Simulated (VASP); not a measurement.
Set up this calculation in VASP 6.6.1, as the native input.

```yaml
Task: single point
Functional: LDA
Potentials_or_basis: VASP PAW LDA potentials, release 64 (Cu_sv_GW, N)
Cutoff: 820 eV
k_mesh: 6 × 6 × 6
Occupations: fermi-dirac, width 0.02 eV
Spin: no spin polarisation
Dipole_correction: no
Further_INCAR_settings: ALGO = Normal; EDIFF = 1e-06; NBANDS = 39
```

The structure of Cu3N lies in POSCAR:

```
Cu3N
1.0
    3.7214852014      0.0000000000      0.0000000000
    0.0000000000      3.7214852014      0.0000000000
    0.0000000000      0.0000000000      3.7214852014
Cu N
3 1
Direct
    0.5000000000      0.0000000000      0.0000000000
    0.0000000000      0.5000000000      0.0000000000
    0.0000000000      0.0000000000      0.5000000000
    0.0000000000      0.0000000000      0.0000000000
```

One way to write it, as run:

INCAR

```
SYSTEM = Cu3N
PREC = Accurate ; ENCUT = 820
EDIFF = 1E-6 ; ISMEAR = -1
SIGMA = 0.02 ; LREAL = .False.
LASPH = .True. ; NELM = 120
ALGO = Normal ; ISIF = 2
LWAVE = .False. ; LCHARG = .True.
GGA = CA ; LELF = .True.
LVHAR = .True. ; NBANDS = 39
GGA_COMPAT = .False.
```

KPOINTS

```
Automatic mesh
0
Gamma
  6 6 6
  0 0 0
```

Potentials or basis: VASP PAW LDA potentials, release 64 (Cu_sv_GW, N).

Launch:

```sh
$ cat potpaw_LDA.64/Cu_sv_GW/POTCAR potpaw_LDA.64/N/POTCAR > POTCAR
$ mpirun -np 1 vasp_std > vasp.out
```

It gave:

* Pressure: -0.2 GPa
* Band gap on the k mesh: zero (bands 31 and 32 overlap by 0.05 eV)

Caveat: semilocal functionals underestimate gaps, and a narrow one can read as zero.

Wall time 92 s on 1 thread of Intel(R) Xeon(R) Platinum 8375C CPU @ 2.90GHz (Ice Lake), with other jobs on the host, peak memory 0.21 GiB.
